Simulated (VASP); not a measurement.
# SiMo5 (P6/mmm) in VASP: a series of runs

Runs on SiMo5. Level: PBE. Tasks: single point.

Everything below comes from runs of VASP 6.6.1. Logs are shortened: lines on timing, memory, paths and dates and some standing lists are left out, and cuts for length are marked.

**1. The cell of the first run**

The structure is hexagonal, space group P6/mmm (No. 191). Conventional cell: a = 4.609 Å, b = 4.609 Å, c = 5.078 Å, α = 90.00°, β = 90.00°, γ = 120.00°. Si (site symmetry 6/mmm) has 14 Mo at 2.54 to 2.94 Å within 3.4 Å. Mo (site symmetry 3m) has 8 Mo at 2.52 to 2.95 Å and 3 Si at 2.94 Å within 3.3 Å. Within 3.4 Å of Mo (site symmetry 6/mmm) lie 2 Si at 2.54 Å and 12 Mo at 2.95 Å.

**2. Single point, PBE**

The input, INCAR:

```
PREC = Accurate
ENCUT = 500
EDIFF = 1E-6
ISMEAR = 0
SIGMA = 0.2
LREAL = False
LASPH = True
NELM = 120
ALGO = Normal
ISIF = 2
LWAVE = False
LCHARG = True
GGA = PE
LELF = True
LVHAR = True
NBANDS = 46
GGA_COMPAT = False
```

The input, KPOINTS:

```
Automatic mesh
0
Gamma
  4 4 3
```

The input, POSCAR:

```
SiMo5
1.0
    4.6090556917     -0.0000000026      0.0000000000
   -2.3045278436      3.9915593177      0.0000000000
    0.0000000000      0.0000000000      5.0776167416
Si Mo
1 5
Direct
    0.0000000000      0.0000000000      0.0000000000
    0.3333333333      0.6666666667      0.7515812872
    0.3333333333      0.6666666667      0.2484187128
    0.6666666667      0.3333333333      0.2484187128
    0.6666666667      0.3333333333      0.7515812872
    0.0000000000      0.0000000000      0.5000000000
```

Potentials or basis: VASP PAW PBE potentials, release 64 (Si, Mo_sv).

Started as:

```bash
cat potpaw_PBE.64/Si/POTCAR potpaw_PBE.64/Mo_sv/POTCAR > POTCAR
mpirun -np 1 vasp_std > vasp.out
```

OUTCAR:

```text
PREC = Accurate
   ENCUT = 500
   EDIFF = 1E-6
   ISMEAR = 0
   LREAL = False
   LASPH = True
   NELM = 120
   ISIF = 2
   GGA = PE

 ion  position               nearest neighbor table
   1  0.000  0.000  0.000-   6 2.54   6 2.54   4 2.94   5 2.94   2 2.94   3 2.94   2 2.94   3 2.94
                             4 2.94   5 2.94   4 2.94   5 2.94   2 2.94   3 2.94
   2  0.333  0.667  0.752-   3 2.52   3 2.55   5 2.66   5 2.66   5 2.66   1 2.94   1 2.94   1 2.94
                             6 2.95   6 2.95   6 2.95
   3  0.333  0.667  0.248-   2 2.52   2 2.55   4 2.66   4 2.66   4 2.66   1 2.94   1 2.94   1 2.94
                             6 2.95   6 2.95   6 2.95
   4  0.667  0.333  0.248-   5 2.52   5 2.55   3 2.66   3 2.66   3 2.66   1 2.94   1 2.94   1 2.94
                             6 2.95   6 2.95   6 2.95
   5  0.667  0.333  0.752-   4 2.52   4 2.55   2 2.66   2 2.66   2 2.66   1 2.94   1 2.94   1 2.94
                             6 2.95   6 2.95   6 2.95
   6  0.000  0.000  0.500-   1 2.54   1 2.54   3 2.95   4 2.95   5 2.95   2 2.95   2 2.95   3 2.95
                             4 2.95   5 2.95   4 2.95   5 2.95   2 2.95   3 2.95

  LATTYP: Found a hexagonal cell.
 ALAT       =     4.6090556917
 C/A-ratio  =     1.1016609651

  Lattice vectors:

 A1 = (   4.6090556917,  -0.0000000026,   0.0000000000)
 A2 = (  -2.3045278436,   3.9915593177,   0.0000000000)
 A3 = (   0.0000000000,   0.0000000000,   5.0776167416)

Analysis of symmetry for initial positions (statically):
=====================================================================
 Subroutine PRICEL returns:
 Original cell was already a primitive cell.

 Routine SETGRP: Setting up the symmetry group for a
 hexagonal supercell.

 Subroutine GETGRP returns: Found 24 space group operations
 (whereof 24 operations were pure point group operations)
 out of a pool of 24 trial point group operations.

The static configuration has the point symmetry D_6h.

Analysis of symmetry for dynamics (positions and initial velocities):
=====================================================================
 Subroutine PRICEL returns:
 Original cell was already a primitive cell.

 Routine SETGRP: Setting up the symmetry group for a
 hexagonal supercell.

 Subroutine GETGRP returns: Found 24 space group operations
 (whereof 24 operations were pure point group operations)
 out of a pool of 24 trial point group operations.

The dynamic configuration has the point symmetry D_6h.

 Subroutine INISYM returns: Found 24 space group operations
 (whereof 24 operations are pure point group operations),
 and found     1 'primitive' translations

----------------------------------------------------------------------------------------

                                     Primitive cell

  volume of cell :      93.4145

  direct lattice vectors                    reciprocal lattice vectors
     4.609055692 -0.000000003  0.000000000     0.216964183  0.125264329  0.000000000
    -2.304527844  3.991559318  0.000000000     0.000000000  0.250528658  0.000000000
     0.000000000  0.000000000  5.077616742     0.000000000  0.000000000  0.196942788

  length of vectors
     4.609055692  4.609055692  5.077616742     0.250528658  0.250528658  0.196942788

  position of ions in fractional coordinates (direct lattice)
     0.000000000  0.000000000  0.000000000
     0.333333333  0.666666667  0.751581287
     0.333333333  0.666666667  0.248418713
     0.666666667  0.333333333  0.248418713
     0.666666667  0.333333333  0.751581287
     0.000000000  0.000000000  0.500000000

  ion indices of the primitive-cell ions
   primitive index   ion index
                 1           1
                 2           2
                 3           3
                 4           4
                 5           5
                 6           6

----------------------------------------------------------------------------------------

 KPOINTS: Automatic mesh

Automatic generation of k-mesh.
 Grid dimensions read from file:
 generate k-points for:    4    4    3

 Generating k-lattice:

  Cartesian coordinates                     Fractional coordinates (reciprocal lattice)
     0.054241046  0.031316082  0.000000000     0.250000000  0.000000000  0.000000000
     0.000000000  0.062632165  0.000000000     0.000000000  0.250000000  0.000000000
     0.000000000  0.000000000  0.065647596     0.000000000  0.000000000  0.333333333

  Length of vectors
     0.062632165  0.062632165  0.065647596

  Shift w.r.t. Gamma in fractional coordinates (k-lattice)
     0.000000000  0.000000000  0.000000000

 Subroutine IBZKPT returns following result:
 ===========================================

 Found      8 irreducible k-points:

 Following reciprocal coordinates:
            Coordinates               Weight
  0.000000  0.000000  0.000000      1.000000
  0.250000  0.000000  0.000000      6.000000
  0.500000  0.000000  0.000000      3.000000
  0.250000  0.250000  0.000000      6.000000
  0.000000  0.000000  0.333333      2.000000
  0.250000  0.000000  0.333333     12.000000
  0.500000  0.000000  0.333333      6.000000
  0.250000  0.250000  0.333333     12.000000
   k-points           NKPTS =      8   k-points in BZ     NKDIM =      8   number of bands    NBANDS=     46
   number of dos      NEDOS =    301   number of ions     NIONS =      6
   total plane-waves  NPLWV =  51840
   dimension x,y,z NGX =    36 NGY =   36 NGZ =   40
   dimension x,y,z NGXF=    72 NGYF=   72 NGZF=   80
   ions per type =               1   5
   NGX,Y,Z   is equivalent  to a cutoff of  12.98, 12.98, 13.10 a.u.
   NGXF,Y,Z  is equivalent  to a cutoff of  25.97, 25.97, 26.19 a.u.
 SYSTEM =  unknown system
   PREC   = accura    normal or accurate (medium, high low for compatibility)
   ISTART =      0    job   : 0-new  1-cont  2-samecut
   ICHARG =      2    charge: 1-file 2-atom 10-const
   ISPIN  =      1    spin polarized calculation?
   LNONCOLLINEAR =      F non collinear calculations
   LSORBIT =      F    spin-orbit coupling
   LASPH  =      T    aspherical Exc in radial PAW
   ENCUT  =  500.0 eV  36.75 Ry    6.06 a.u.   8.40  8.40  9.26*2*pi/ulx,y,z
   NELM   =    120;   NELMIN=  2; NELMDL= -5     # of ELM steps
   EDIFF  = 0.1E-05   stopping-criterion for ELM
   LREAL  =      F    real-space projection
   EDIFFG = 0.1E-04   stopping-criterion for IOM
   NSW    =      0    number of steps for IOM
   IBRION =     -1    ionic relax: 0-MD 1-quasi-New 2-CG
   NFREE  =      0    steps in history (QN), initial steepest desc. (CG)
   ISIF   =      2    stress and relaxation
   ISYM   =      2    0-nonsym 1-usesym 2-fastsym
   POTIM  = 0.5000    time-step for ionic-motion
   TEBEG  =    0.0;   TEEND  =   0.0 temperature during run
   PSTRESS=    0.0 pullay stress
   NELECT =      74.0000    total number of electrons
   NUPDOWN=      -1.0000    fix difference up-down
   EMIN   =  10.00;   EMAX   =-10.00  energy-range for DOS
   EFERMI =   0.00;   METHOD = LEGACY
   ISMEAR =     0;   SIGMA  =   0.20  broadening in eV -4-tet -1-fermi 0-gaus
   EFERMI_NEDOS =   21; number of points for ismear=-14 and -15
   IALGO  =     38    algorithm
   IMIX   =      4    mixing-type and parameters
     AMIX     =   0.40;   BMIX     =  1.00
     AMIX_MAG =   1.60;   BMIX_MAG =  1.00
  volume/ion in A,a.u.               =      15.57       105.07
  Fermi-wavevector in a.u.,A,eV,Ry     =   1.514772  2.862504 31.219031  2.294534
  Thomas-Fermi vector in A             =   2.624385
   LORBIT       =      0    0 simple, 1 ext, 2 COOP (PROOUT), +10 PAW based schemes
   GGA     = PE    functional components
   LHFCALC =     F    Hartree Fock is set to
   AEXX    =    0.0000 exact exchange contribution
   IVDW    =     0    specifies the selected vdW correction
   LEPSILON=     F    determine dielectric tensor
   LRPA    =     F    only Hartree local field effects (RPA)
 non-spin polarized calculation
 Gauss-broadening in eV      SIGMA  =   0.20
  energy-cutoff  :      500.00
  volume of cell :       93.41
 maximum number of plane-waves:      2413
 NGX is ok and might be reduce to    36
   NGX = 17   NGY = 17   NGZ = 19

 number of electron      73.9999999 magnetization

 Free energy of the ion-electron system (eV)
  ---------------------------------------------------
  ext. energy  EPLUGINS =         0.00000000
  ---------------------------------------------------
  free energy    TOTEN  =       -58.47012893 eV

  energy without entropy =      -58.27637272  energy(sigma->0) =      -58.37325083

 E-fermi :  11.9157     XC(G=0): -12.9577

 val. band max:       11.8720308246   @ k =   0.2500   0.0000   0.3333
 cond. band min:      11.9223914787   @ k =   0.2500   0.0000   0.0000
 fundamental gap:      0.0503606540
 Fermi energy:        11.9156755168

 k-point     1 :       0.0000    0.0000    0.0000
  band No.  band energies     occupation
      1     -49.0425      2.00000
      2     -48.8094      2.00000
      3     -48.7910      2.00000
      4     -48.7650      2.00000
      5     -48.5456      2.00000
      6     -24.0103      2.00000
[... 38 lines left out ...]
     45      15.1056      0.00000
     46      15.8530      0.00000

 k-point     2 :       0.2500    0.0000    0.0000
  band No.  band energies     occupation
      1     -49.0066      2.00000
      2     -48.8236      2.00000
      3     -48.8138      2.00000
      4     -48.7374      2.00000
      5     -48.5740      2.00000
      6     -23.9946      2.00000
[... 38 lines left out ...]
     45      15.1110      0.00000
     46      15.5017      0.00000

 k-point     3 :       0.5000    0.0000    0.0000
  band No.  band energies     occupation
      1     -48.9452      2.00000
      2     -48.8795      2.00000
      3     -48.8203      2.00000
      4     -48.6926      2.00000
      5     -48.6195      2.00000
      6     -23.9605      2.00000
[... 38 lines left out ...]
     45      14.9859      0.00000
     46      15.3872      0.00000

 k-point     4 :       0.2500    0.2500    0.0000
  band No.  band energies     occupation
      1     -48.9496      2.00000
      2     -48.8685      2.00000
      3     -48.8269      2.00000
      4     -48.6926      2.00000
      5     -48.6195      2.00000
      6     -23.9529      2.00000
[... 38 lines left out ...]
     45      15.1078      0.00000
     46      15.4760      0.00000

 k-point     5 :       0.0000    0.0000    0.3333
  band No.  band energies     occupation
      1     -48.9815      2.00000
      2     -48.8559      2.00000
      3     -48.7821      2.00000
      4     -48.7315      2.00000
      5     -48.6077      2.00000
      6     -23.5971      2.00000
[... 38 lines left out ...]
     45      13.9320      0.00000
     46      14.7464      0.00000

 k-point     6 :       0.2500    0.0000    0.3333
  band No.  band energies     occupation
      1     -48.9465      2.00000
      2     -48.8362      2.00000
      3     -48.7810      2.00000
      4     -48.7605      2.00000
      5     -48.6363      2.00000
      6     -23.5893      2.00000
[... 38 lines left out ...]
     45      14.3173      0.00000
     46      14.6262      0.00000

 k-point     7 :       0.5000    0.0000    0.3333
  band No.  band energies     occupation
      1     -48.8839      2.00000
      2     -48.8429      2.00000
      3     -48.7976      2.00000
      4     -48.7565      2.00000
      5     -48.6814      2.00000
      6     -23.5635      2.00000
[... 38 lines left out ...]
     45      14.5398      0.00000
     46      14.8578      0.00000

 k-point     8 :       0.2500    0.2500    0.3333
  band No.  band energies     occupation
      1     -48.8902      2.00000
      2     -48.8272      2.00000
      3     -48.8081      2.00000
      4     -48.7543      2.00000
      5     -48.6825      2.00000
      6     -23.5609      2.00000
[... 38 lines left out ...]
     45      14.6764      0.00000
     46      14.9350      0.00000

------------------------ aborting loop because EDIFF is reached ----------------------------------------

  FORCE on cell =-STRESS in cart. coord.  units (eV):
  Direction    XX          YY          ZZ          XY          YZ          ZX
  --------------------------------------------------------------------------------------
  -------------------------------------------------------------------------------------
  Total        0.2871981      0.2871981      0.4671694     -0.0000000     -0.0000000      0.0000000
  in kB        4.9258097      4.9258097      8.0125457     -0.0000000     -0.0000000      0.0000000
  external PRESSURE =       5.9547217 kB  Pullay stress =       0.0000000 kB

 VOLUME and BASIS-vectors are now :
 -----------------------------------------------------------------------------
  energy-cutoff  :      500.00
  volume of cell :       93.41
      direct lattice vectors                 reciprocal lattice vectors
     4.609055692 -0.000000003  0.000000000     0.216964183  0.125264329  0.000000000
    -2.304527844  3.991559318  0.000000000     0.000000000  0.250528658  0.000000000
     0.000000000  0.000000000  5.077616742     0.000000000  0.000000000  0.196942788

 POSITION                                       TOTAL-FORCE (eV/Angst)
 -----------------------------------------------------------------------------------
      0.00000      0.00000      0.00000        -0.000000      0.000000     -0.000000
      0.00000      2.66104      3.81624         0.000000     -0.000000      0.031945
      0.00000      2.66104      1.26138         0.000000      0.000000     -0.031945
      2.30453      1.33052      1.26138        -0.000000     -0.000000     -0.031945
      2.30453      1.33052      3.81624        -0.000000      0.000000      0.031945
      0.00000      0.00000      2.53881        -0.000000      0.000000     -0.000000
 -----------------------------------------------------------------------------------
    total drift:                                0.000000      0.000000      0.000000

  FREE ENERGIE OF THE ION-ELECTRON SYSTEM (eV)
  ---------------------------------------------------
  free  energy   TOTEN  =       -58.4701289317 eV

  energy  without entropy=      -58.2763727236  energy(sigma->0) =      -58.37325083
```

It took 42 s on 1 thread of AMD EPYC 9R45 (Zen 5), shared host; peak memory 0.18 GiB.

Results:

```yaml
Free_energy: -58.4701 eV
Pressure: 0.6 GPa
Largest_force: 0.032 eV/Å
Band_gap_on_the_k_mesh: zero (band 37 reaches 11.99 eV, above the bottom of band 38 at 11.84 eV)
```

Forces in eV/Å, atoms in the order of the input:
```
Si   0.000  0.000  0.000
Mo   0.000  0.000  0.032
Mo   0.000  0.000 -0.032
Mo   0.000  0.000 -0.032
Mo   0.000  0.000  0.032
Mo   0.000  0.000  0.000
```

Levels at points of the mesh, in eV from the Fermi level:
```
           k point  band 34  band 35  band 36  band 37  band 38  band 39  band 40  band 41
(0.00, 0.00, 0.00)    -1.40    -1.40     0.07     0.07     0.26     0.26     1.12     1.81
(0.50, 0.00, 0.00)    -0.68    -0.68    -0.19    -0.16     0.14     0.86     1.39     1.72
```

Caveat: the k points lie up to 0.41 Å⁻¹ apart.

[end of part 1 of 3]
